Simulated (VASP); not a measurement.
# CdS (Fm-3m) in VASP: a series of runs, part 2 of 2

VASP 6.6.1.

### 3 Elastic constants, r2SCAN

This run uses another cell than the first one, of 19.41 Å³/atom.

File INCAR:

```
ALGO = Normal
EDIFF = 1E-8
ENCUT = 600
IBRION = 6
ISIF = 3
ISMEAR = 0
LASPH = True
LCHARG = True
LMIXTAU = True
LREAL = False
LWAVE = False
METAGGA = R2SCAN
NBANDS = 16
NELM = 80
NFREE = 2
NSW = 1
POTIM = 0.015
PREC = Accurate
SIGMA = 0.01
```

File KPOINTS:

```
k-points
0
Gamma
  8 8 8
```

File POSCAR:

```
CdS
1.0
    0.0000000000      2.6874292063      2.6874292063
    2.6874292063      0.0000000000      2.6874292063
    2.6874292063      2.6874292063      0.0000000000
Cd S
1 1
Direct
    0.0000000000      0.0000000000      0.0000000000
    0.5000000000      0.5000000000      0.5000000000
```

Potentials or basis: VASP PAW PBE potentials, release 64 (Cd, S).

Command:

```
$ cat potpaw_PBE.64/Cd/POTCAR potpaw_PBE.64/S/POTCAR > POTCAR
$ mpirun -np 1 vasp_std > vasp.out
```

OUTCAR:

```text
EDIFF = 1E-8
   ENCUT = 600
   IBRION = 6
   ISIF = 3
   ISMEAR = 0
   LASPH = True
   LREAL = False
   METAGGA = R2SCAN
   NELM = 80
   NFREE = 2
   NSW = 1
   POTIM = 0.015
   PREC = Accurate

 ion  position               nearest neighbor table
   1  0.000  0.000  0.000-   2 2.69   2 2.69   2 2.69   2 2.69   2 2.69   2 2.69
   2  0.500  0.500  0.500-   1 2.69   1 2.69   1 2.69   1 2.69   1 2.69   1 2.69

  LATTYP: Found a face centered cubic cell.
 ALAT       =     5.3748584126

  Lattice vectors:

 A1 = (   0.0000000000,   2.6874292063,   2.6874292063)
 A2 = (   2.6874292063,   0.0000000000,   2.6874292063)
 A3 = (   2.6874292063,   2.6874292063,   0.0000000000)

Analysis of symmetry for initial positions (statically):
=====================================================================
 Subroutine PRICEL returns:
 Original cell was already a primitive cell.

 Routine SETGRP: Setting up the symmetry group for a
 face centered cubic supercell.

 Subroutine GETGRP returns: Found 48 space group operations
 (whereof 48 operations were pure point group operations)
 out of a pool of 48 trial point group operations.

The static configuration has the point symmetry O_h .

Analysis of symmetry for dynamics (positions and initial velocities):
=====================================================================
 Subroutine PRICEL returns:
 Original cell was already a primitive cell.

 Routine SETGRP: Setting up the symmetry group for a
 face centered cubic supercell.

 Subroutine GETGRP returns: Found 48 space group operations
 (whereof 48 operations were pure point group operations)
 out of a pool of 48 trial point group operations.

The dynamic configuration has the point symmetry O_h .

 Subroutine INISYM returns: Found 48 space group operations
 (whereof 48 operations are pure point group operations),
 and found     1 'primitive' translations

----------------------------------------------------------------------------------------

                                     Primitive cell

  volume of cell :      38.8187

  direct lattice vectors                    reciprocal lattice vectors
     0.000000000  2.687429206  2.687429206    -0.186051413  0.186051413  0.186051413
     2.687429206  0.000000000  2.687429206     0.186051413 -0.186051413  0.186051413
     2.687429206  2.687429206  0.000000000     0.186051413  0.186051413 -0.186051413

  length of vectors
     3.800598831  3.800598831  3.800598831     0.322250499  0.322250499  0.322250499

[... 234 lines left out ...]

[... ionic steps 4 to 14 ...]

--------------------------------------- Ionic step       15  -------------------------------------------

 number of electron      17.9999999 magnetization

------------------------ aborting loop because EDIFF is reached ----------------------------------------
[... 67 lines left out ...]
--------------------------------------- Ionic step       17  -------------------------------------------

 number of electron      17.9999994 magnetization

 Free energy of the ion-electron system (eV)
  ---------------------------------------------------
  ext. energy  EPLUGINS =         0.00000000
  ---------------------------------------------------
  free energy    TOTEN  =       -29.49765341 eV

  energy without entropy =      -29.49765341  energy(sigma->0) =      -29.49765341

 E-fermi :   3.2970     XC(G=0): -11.2399

 val. band max:        3.2040450821   @ k =   0.5000   0.0000   0.0000
 cond. band min:       3.9318952570   @ k =   0.5000   0.5000   0.0000
 fundamental gap:      0.7278501749
 Fermi energy:         3.2970442514

 k-point     1 :       0.0000    0.0000    0.0000
  band No.  band energies     occupation
      1     -10.4715      2.00000
      2      -4.7588      2.00000
      3      -4.7582      2.00000
      4      -4.7556      2.00000
      5      -4.7556      2.00000
      6      -4.7553      2.00000
[... 433 lines left out ...]
      3      -4.8903      2.00000
      4      -4.8322      2.00000
      5      -4.5082      2.00000
      6      -4.3994      2.00000
[... 8 lines left out ...]
     15      16.6176      0.00000
     16      18.7560      0.00000

 [... further k-points ...]

------------------------ aborting loop because EDIFF is reached ----------------------------------------

  FORCE on cell =-STRESS in cart. coord.  units (eV):
  Direction    XX          YY          ZZ          XY          YZ          ZX
  --------------------------------------------------------------------------------------
  -------------------------------------------------------------------------------------
  Total        1.0995721      1.0924331      1.0924331     -0.0000000      0.0000000      0.0000000
  in kB       45.3829993     45.0883490     45.0883490     -0.0000000      0.0000000      0.0000000
  external PRESSURE =      45.1865658 kB  Pullay stress =       0.0000000 kB
[... 17 lines left out ...]
  FREE ENERGIE OF THE ION-ELECTRON SYSTEM (eV)
  ---------------------------------------------------
  free  energy   TOTEN  =       -29.4976534132 eV

  energy  without entropy=      -29.4976534132  energy(sigma->0) =      -29.49765341

 INTERNAL STRAIN TENSORS FROM STRAINED CELLS
 ============================================

 INTERNAL STRAIN TENSOR FOR ION    1 for displacements in x,y,z  (eV/Angst):
          X           Y           Z          XY          YZ          ZX
  --------------------------------------------------------------------------------
  x     0.00000     0.00000    -0.00000     0.00000     0.00000     0.00000
  y     0.00000     0.00000     0.00000    -0.00000     0.00000     0.00000
  z     0.00000    -0.00000    -0.00000     0.00000     0.00000    -0.00000

 INTERNAL STRAIN TENSORS FROM DISPLACED ATOMS
 ============================================

 INTERNAL STRAIN TENSOR FOR ION    1 for displacements in x,y,z  (eV/Angst):
          X           Y           Z          XY          YZ          ZX
  --------------------------------------------------------------------------------
  x     0.00000     0.00000     0.00000     0.00000     0.00000     0.00000
  y     0.00000     0.00000     0.00000     0.00000     0.00000     0.00000
  z     0.00000     0.00000     0.00000     0.00000     0.00000     0.00000

 INTERNAL STRAIN TENSOR FOR ION    2 for displacements in x,y,z  (eV/Angst):
          X           Y           Z          XY          YZ          ZX
  --------------------------------------------------------------------------------
  x     0.00000     0.00000     0.00000     0.00000     0.00000     0.00000
  y     0.00000     0.00000     0.00000     0.00000     0.00000     0.00000
  z     0.00000     0.00000     0.00000     0.00000     0.00000     0.00000

 Eigenvectors and eigenvalues of the dynamical matrix
 ----------------------------------------------------

   1 f  =    5.050655 THz    31.734202 2PiTHz  168.471719 cm-1    20.887822 meV
             X         Y         Z           dx          dy          dz
      0.000000  0.000000  0.000000    -0.469306    0.000000    0.000000
      2.687429  2.687429  2.687429     0.883035    0.000000    0.000000
[... 21 lines left out ...]
   6 f/i=    0.010327 THz     0.064885 2PiTHz    0.344463 cm-1     0.042708 meV
             X         Y         Z           dx          dy          dz
      0.000000  0.000000  0.000000     0.000000    0.000000    0.883035
      2.687429  2.687429  2.687429     0.000000    0.000000    0.469306

--------------------------------------------------------------------------------------------------------

 ELASTIC MODULI CONTR FROM IONIC RELAXATION (kBar)
 Direction    XX          YY          ZZ          XY          YZ          ZX
 --------------------------------------------------------------------------------
 XX           0.0000      0.0000      0.0000      0.0000      0.0000      0.0000
 YY           0.0000      0.0000      0.0000      0.0000      0.0000      0.0000
 ZZ           0.0000      0.0000      0.0000      0.0000      0.0000      0.0000
 XY           0.0000      0.0000      0.0000      0.0000      0.0000      0.0000
 YZ           0.0000      0.0000      0.0000      0.0000      0.0000      0.0000
 ZX           0.0000      0.0000      0.0000      0.0000      0.0000      0.0000
 --------------------------------------------------------------------------------

 TOTAL ELASTIC MODULI (kBar)
 Direction    XX          YY          ZZ          XY          YZ          ZX
 --------------------------------------------------------------------------------
 XX        1738.7076    607.6255    607.6255     -0.0000     -0.0000     -0.0000
 YY         607.6255   1738.7076    607.6255      0.0000      0.0000      0.0000
 ZZ         607.6255    607.6255   1738.7076     -0.0000     -0.0000      0.0000
 XY          -0.0000      0.0000     -0.0000    373.1282     -0.0000      0.0000
 YZ          -0.0000      0.0000     -0.0000     -0.0000    373.1282     -0.0000
 ZX          -0.0000      0.0000      0.0000      0.0000     -0.0000    373.1282
 --------------------------------------------------------------------------------
```

stdout:

```text
POSCAR found type information on POSCAR CdS
 POSCAR found :  2 types and       2 ions
 scaLAPACK will be used
 -----------------------------------------------------------------------------
|                                                                             |
|                                                                             |
|     You enforced a specific xc type in the INCAR file but a different       |
|     I HOPE YOU KNOW WHAT YOU ARE DOING!                                     |
[... 32 lines left out ...]
 Finite differences progress:
 bond charge predicted
 Finite differences progress:
 bond charge predicted
 Finite differences progress:
 bond charge predicted
 Finite differences progress:
 bond charge predicted
 Finite differences progress:
 bond charge predicted
 Finite differences progress:
 bond charge predicted
 Finite differences progress:
```

Wall time 2.1 h (1 thread of Oxide Virtual Turin-like, shared host); peak memory 0.31 GiB.

Results:

| Property | Result |
| --- | --- |
| Elastic constants C11, C12, C44 | 174, 61, 37 GPa |
| Voigt bulk modulus | 98 GPa |
| Highest phonon frequency at Γ, LO-TO splitting left out | 168 cm⁻¹ |

Phonon frequencies in cm⁻¹ (negative: imaginary):
```
              q point        frequencies
(0.000, 0.000, 0.000)  0 0 0 168 168 168
```

Elastic tensor in Voigt notation (GPa, in the Cartesian axes of the cell as first typed):
```
174  61  61   0   0   0
 61 174  61   0   0   0
 61  61 174   0   0   0
  0   0   0  37   0   0
  0   0   0   0  37   0
  0   0   0   0   0  37
```

Clamped-ion elastic tensor (GPa):
```
174  61  61   0   0   0
 61 174  61   0   0   0
 61  61 174   0   0   0
  0   0   0  37   0   0
  0   0   0   0  37   0
  0   0   0   0   0  37
```

Caveat: the cell is under stress, which shifts elastic constants; the PAW data sets were made with another functional, which shifts forces and pressure a little.
